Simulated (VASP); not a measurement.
# Li5Ge (P4/mmm) in VASP: notebook

Runs on Li5Ge. Level: PBE. Tasks: single point, relaxation of cell and atoms.

Program: VASP 6.6.1. These are calculated values, not measurements. Logs are shortened: lines on timing, memory, paths and dates and some standing lists are left out, and cuts for length are marked.

## (1) The cell of the first run

It takes space group P4/mmm (No. 123, tetragonal). Conventional cell: a = 4.288 Å, b = 4.288 Å, c = 6.000 Å, α = 90.00°, β = 90.00°, γ = 90.00°. Within 3.5 Å of Li (site symmetry 2mm) lie 8 Li at 2.67 to 3.17 Å and 2 Ge at 2.67 Å. Li (site symmetry 4/mmm) has 8 Li at 2.67 Å and 4 Ge at 3.03 Å within 3.5 Å. Within 3.5 Å of Ge (site symmetry 4/mmm) lie 12 Li at 2.67 to 3.03 Å.

The cell was built from a structure type or drawn by symmetry, and may not be a known phase.

## (2) Single point, PBE

File INCAR:

```
PREC = Accurate ; ENCUT = 520
EDIFF = 1E-6 ; ISMEAR = 0
SIGMA = 0.1 ; LREAL = False
LASPH = True ; NELM = 60
ALGO = Fast ; ISIF = 2
LWAVE = False ; LCHARG = True
GGA = PE ; LELF = True
LVHAR = True ; NBANDS = 24
```

File KPOINTS:

```
Automatic mesh
0
Gamma
  4 4 4
```

File POSCAR:

```
Li5Ge
1.0
    4.2884947549      0.0000000000      0.0000000000
    0.0000000000      4.2884947549      0.0000000000
    0.0000000000      0.0000000000      5.9998627673
Li Ge
5 1
Direct
    0.0000000000      0.5000000000      0.2361428128
    0.5000000000      0.0000000000      0.2361428128
    0.0000000000      0.5000000000      0.7638571872
    0.5000000000      0.0000000000      0.7638571872
    0.5000000000      0.5000000000      0.5000000000
    0.0000000000      0.0000000000      0.5000000000
```

Potentials or basis: VASP PAW PBE potentials, release 64 (Li_sv, Ge_d).

Run with:

```bash
> cat potpaw_PBE.64/Li_sv/POTCAR potpaw_PBE.64/Ge_d/POTCAR > POTCAR
> mpirun -np 1 vasp_std > vasp.out
```

OUTCAR:

```text
PREC = Accurate
   ENCUT = 520
   EDIFF = 1E-6
   ISMEAR = 0
   LREAL = False
   LASPH = True
   NELM = 60
   ISIF = 2
   GGA = PE

 ion  position               nearest neighbor table
   1  0.000  0.500  0.236-   6 2.67   6 2.67
   2  0.500  0.000  0.236-   6 2.67   6 2.67
   3  0.000  0.500  0.764-   6 2.67   6 2.67
   4  0.500  0.000  0.764-   6 2.67   6 2.67
   5  0.500  0.500  0.500-
   6  0.000  0.000  0.500-   1 2.67   2 2.67   3 2.67   4 2.67   1 2.67   3 2.67   2 2.67   4 2.67

  LATTYP: Found a simple tetragonal cell.
 ALAT       =     4.2884947549
 C/A-ratio  =     1.3990603021

  Lattice vectors:

 A1 = (   4.2884947549,   0.0000000000,   0.0000000000)
 A2 = (   0.0000000000,   4.2884947549,   0.0000000000)
 A3 = (   0.0000000000,   0.0000000000,   5.9998627673)

Analysis of symmetry for initial positions (statically):
=====================================================================
 Subroutine PRICEL returns:
 Original cell was already a primitive cell.

 Routine SETGRP: Setting up the symmetry group for a
 simple tetragonal supercell.

 Subroutine GETGRP returns: Found 16 space group operations
 (whereof 16 operations were pure point group operations)
 out of a pool of 16 trial point group operations.

The static configuration has the point symmetry D_4h.

Analysis of symmetry for dynamics (positions and initial velocities):
=====================================================================
 Subroutine PRICEL returns:
 Original cell was already a primitive cell.

 Routine SETGRP: Setting up the symmetry group for a
 simple tetragonal supercell.

 Subroutine GETGRP returns: Found 16 space group operations
 (whereof 16 operations were pure point group operations)
 out of a pool of 16 trial point group operations.

The dynamic configuration has the point symmetry D_4h.

 Subroutine INISYM returns: Found 16 space group operations
 (whereof 16 operations are pure point group operations),
 and found     1 'primitive' translations

----------------------------------------------------------------------------------------

                                     Primitive cell

  volume of cell :     110.3446

  direct lattice vectors                    reciprocal lattice vectors
     4.288494755  0.000000000  0.000000000     0.233182050  0.000000000  0.000000000
     0.000000000  4.288494755  0.000000000     0.000000000  0.233182050  0.000000000
     0.000000000  0.000000000  5.999862767     0.000000000  0.000000000  0.166670479

  length of vectors
     4.288494755  4.288494755  5.999862767     0.233182050  0.233182050  0.166670479

  position of ions in fractional coordinates (direct lattice)
     0.000000000  0.500000000  0.236142813
     0.500000000  0.000000000  0.236142813
     0.000000000  0.500000000  0.763857187
     0.500000000  0.000000000  0.763857187
     0.500000000  0.500000000  0.500000000
     0.000000000  0.000000000  0.500000000

  ion indices of the primitive-cell ions
   primitive index   ion index
                 1           1
                 2           2
                 3           3
                 4           4
                 5           5
                 6           6

----------------------------------------------------------------------------------------

 KPOINTS: Automatic mesh

Automatic generation of k-mesh.
 Grid dimensions read from file:
 generate k-points for:    4    4    4

 Generating k-lattice:

  Cartesian coordinates                     Fractional coordinates (reciprocal lattice)
     0.058295513  0.000000000  0.000000000     0.250000000  0.000000000  0.000000000
     0.000000000  0.058295513  0.000000000     0.000000000  0.250000000  0.000000000
     0.000000000  0.000000000  0.041667620     0.000000000  0.000000000  0.250000000

  Length of vectors
     0.058295513  0.058295513  0.041667620

  Shift w.r.t. Gamma in fractional coordinates (k-lattice)
     0.000000000  0.000000000  0.000000000

 Subroutine IBZKPT returns following result:
 ===========================================

 Found     18 irreducible k-points:

 Following reciprocal coordinates:
            Coordinates               Weight
  0.000000  0.000000  0.000000      1.000000
  0.250000  0.000000  0.000000      4.000000
  0.500000  0.000000  0.000000      2.000000
  0.250000  0.250000  0.000000      4.000000
  0.500000  0.250000  0.000000      4.000000
  0.500000  0.500000  0.000000      1.000000
[... 10 lines left out ...]
  0.500000  0.250000  0.500000      4.000000
  0.500000  0.500000  0.500000      1.000000
   k-points           NKPTS =     18   k-points in BZ     NKDIM =     18   number of bands    NBANDS=     24
   number of dos      NEDOS =    301   number of ions     NIONS =      6
   total plane-waves  NPLWV =  49152
   dimension x,y,z NGX =    32 NGY =   32 NGZ =   48
   dimension x,y,z NGXF=    64 NGYF=   64 NGZF=   96
   ions per type =               5   1
   NGX,Y,Z   is equivalent  to a cutoff of  12.40, 12.40, 13.30 a.u.
   NGXF,Y,Z  is equivalent  to a cutoff of  24.81, 24.81, 26.60 a.u.
 SYSTEM =  unknown system
   PREC   = accura    normal or accurate (medium, high low for compatibility)
   ISTART =      0    job   : 0-new  1-cont  2-samecut
   ICHARG =      2    charge: 1-file 2-atom 10-const
   ISPIN  =      1    spin polarized calculation?
   LNONCOLLINEAR =      F non collinear calculations
   LSORBIT =      F    spin-orbit coupling
   LASPH  =      T    aspherical Exc in radial PAW
   ENCUT  =  520.0 eV  38.22 Ry    6.18 a.u.   7.97  7.97 11.16*2*pi/ulx,y,z
   NELM   =     60;   NELMIN=  2; NELMDL= -5     # of ELM steps
   EDIFF  = 0.1E-05   stopping-criterion for ELM
   LREAL  =      F    real-space projection
   EDIFFG = 0.1E-04   stopping-criterion for IOM
   NSW    =      0    number of steps for IOM
   IBRION =     -1    ionic relax: 0-MD 1-quasi-New 2-CG
   NFREE  =      0    steps in history (QN), initial steepest desc. (CG)
   ISIF   =      2    stress and relaxation
   ISYM   =      2    0-nonsym 1-usesym 2-fastsym
   POTIM  = 0.5000    time-step for ionic-motion
   TEBEG  =    0.0;   TEEND  =   0.0 temperature during run
   PSTRESS=    0.0 pullay stress
   NELECT =      29.0000    total number of electrons
   NUPDOWN=      -1.0000    fix difference up-down
   EMIN   =  10.00;   EMAX   =-10.00  energy-range for DOS
   EFERMI =   0.00;   METHOD = LEGACY
   ISMEAR =     0;   SIGMA  =   0.10  broadening in eV -4-tet -1-fermi 0-gaus
   EFERMI_NEDOS =   21; number of points for ismear=-14 and -15
   IALGO  =     68    algorithm
   IMIX   =      4    mixing-type and parameters
     AMIX     =   0.40;   BMIX     =  1.00
     AMIX_MAG =   1.60;   BMIX_MAG =  1.00
  volume/ion in A,a.u.               =      18.39       124.11
  Fermi-wavevector in a.u.,A,eV,Ry     =   1.048634  1.981630 14.961410  1.099633
  Thomas-Fermi vector in A             =   2.183563
   LORBIT       =      0    0 simple, 1 ext, 2 COOP (PROOUT), +10 PAW based schemes
   GGA     = PE    functional components
   LHFCALC =     F    Hartree Fock is set to
   AEXX    =    0.0000 exact exchange contribution
   IVDW    =     0    specifies the selected vdW correction
   LEPSILON=     F    determine dielectric tensor
   LRPA    =     F    only Hartree local field effects (RPA)
 non-spin polarized calculation
 RMM-DIIS sequential band-by-band and
 Gauss-broadening in eV      SIGMA  =   0.10
  energy-cutoff  :      520.00
  volume of cell :      110.34
 maximum number of plane-waves:      2996
 NGX is ok and might be reduce to    32
   NGX = 15   NGY = 15   NGZ = 23

 number of electron      28.9999942 magnetization

 Free energy of the ion-electron system (eV)
  ---------------------------------------------------
  ext. energy  EPLUGINS =         0.00000000
  ---------------------------------------------------
  free energy    TOTEN  =       -14.91666361 eV

  energy without entropy =      -14.90766008  energy(sigma->0) =      -14.91216184

 E-fermi :   1.6893     XC(G=0):  -7.8572

 val. band max:        1.6790556135   @ k =   0.2500   0.2500   0.5000
 cond. band min:       1.8103785516   @ k =   0.2500   0.2500   0.2500
 fundamental gap:      0.1313229382
 Fermi energy:         1.6893258960

 k-point     1 :       0.0000    0.0000    0.0000
  band No.  band energies     occupation
      1     -44.7405      2.00000
      2     -44.7222      2.00000
      3     -44.7176      2.00000
      4     -44.7087      2.00000
      5     -44.6521      2.00000
      6     -21.9344      2.00000
[... 16 lines left out ...]
     23       8.7210      0.00000
     24       8.8976      0.00000

 k-point     2 :       0.2500    0.0000    0.0000
  band No.  band energies     occupation
      1     -44.7364      2.00000
      2     -44.7202      2.00000
      3     -44.7197      2.00000
      4     -44.7106      2.00000
      5     -44.6540      2.00000
      6     -21.9342      2.00000
[... 16 lines left out ...]
     23       8.0930      0.00000
     24       8.8368      0.00000

 k-point     3 :       0.5000    0.0000    0.0000
  band No.  band energies     occupation
      1     -44.7296      2.00000
      2     -44.7246      2.00000
      3     -44.7154      2.00000
      4     -44.7154      2.00000
      5     -44.6559      2.00000
      6     -21.9342      2.00000
[... 16 lines left out ...]
     23       9.0678      0.00000
     24       9.2790      0.00000
[... 352 lines left out ...]
 k-point    17 :       0.5000    0.2500    0.5000
  band No.  band energies     occupation
      1     -44.7223      2.00000
      2     -44.7223      2.00000
      3     -44.7205      2.00000
      4     -44.7176      2.00000
      5     -44.6580      2.00000
      6     -21.9342      2.00000
[... 16 lines left out ...]
     23       8.0313      0.00000
     24       9.8396      0.00000

 k-point    18 :       0.5000    0.5000    0.5000
  band No.  band energies     occupation
      1     -44.7223      2.00000
      2     -44.7223      2.00000
      3     -44.7175      2.00000
      4     -44.7175      2.00000
      5     -44.6609      2.00000
      6     -21.9341      2.00000
[... 16 lines left out ...]
     23       8.8678      0.00000
     24      10.4211      0.00000

------------------------ aborting loop because EDIFF is reached ----------------------------------------

  FORCE on cell =-STRESS in cart. coord.  units (eV):
  Direction    XX          YY          ZZ          XY          YZ          ZX
  --------------------------------------------------------------------------------------
  -------------------------------------------------------------------------------------
  Total       -0.0886384     -0.0886384      0.0247927      0.0000000      0.0000000      0.0000000
  in kB       -1.2870088     -1.2870088      0.3599837      0.0000000      0.0000000      0.0000000
  external PRESSURE =      -0.7380113 kB  Pullay stress =       0.0000000 kB

 VOLUME and BASIS-vectors are now :
 -----------------------------------------------------------------------------
  energy-cutoff  :      520.00
  volume of cell :      110.34
      direct lattice vectors                 reciprocal lattice vectors
     4.288494755  0.000000000  0.000000000     0.233182050  0.000000000  0.000000000
     0.000000000  4.288494755  0.000000000     0.000000000  0.233182050  0.000000000
     0.000000000  0.000000000  5.999862767     0.000000000  0.000000000  0.166670479

 POSITION                                       TOTAL-FORCE (eV/Angst)
 -----------------------------------------------------------------------------------
      0.00000      2.14425      1.41682         0.000000     -0.000000     -0.005653
      2.14425      0.00000      1.41682         0.000000     -0.000000     -0.005653
      0.00000      2.14425      4.58304        -0.000000      0.000000      0.005653
      2.14425      0.00000      4.58304        -0.000000      0.000000      0.005653
      2.14425      2.14425      2.99993         0.000000     -0.000000      0.000000
      0.00000      0.00000      2.99993         0.000000     -0.000000      0.000000
 -----------------------------------------------------------------------------------
    total drift:                                0.000000      0.000000      0.000000

  FREE ENERGIE OF THE ION-ELECTRON SYSTEM (eV)
  ---------------------------------------------------
  free  energy   TOTEN  =       -14.9166636083 eV

  energy  without entropy=      -14.9076600804  energy(sigma->0) =      -14.91216184
```

Run time: 2.4 min. Hardware: 1 thread of Intel Xeon Platinum 8488C (Sapphire Rapids), shared host; peak memory 0.23 GiB.

Results:

| Quantity | Value |
| --- | --- |
| Free energy | -14.9167 eV |
| Largest force | 0.006 eV/Å |
| Band gap on the k mesh | zero (an odd number of electrons rules out a gap without spin polarisation) |

Forces in eV/Å, atoms in the order of the input:
```
Li   0.000  0.000 -0.006
Li   0.000  0.000 -0.006
Li   0.000  0.000  0.006
Li   0.000  0.000  0.006
Li   0.000  0.000  0.000
Ge   0.000  0.000  0.000
```

Caveat: the k points lie up to 0.37 Å⁻¹ apart, too coarse for converged energies and pressures of a metal; the cutoff is under 1.25 times the usual one of these potentials, so pressure, stress and relaxed cells hold a basis-set (Pulay) error.

[end of part 1 of 2]
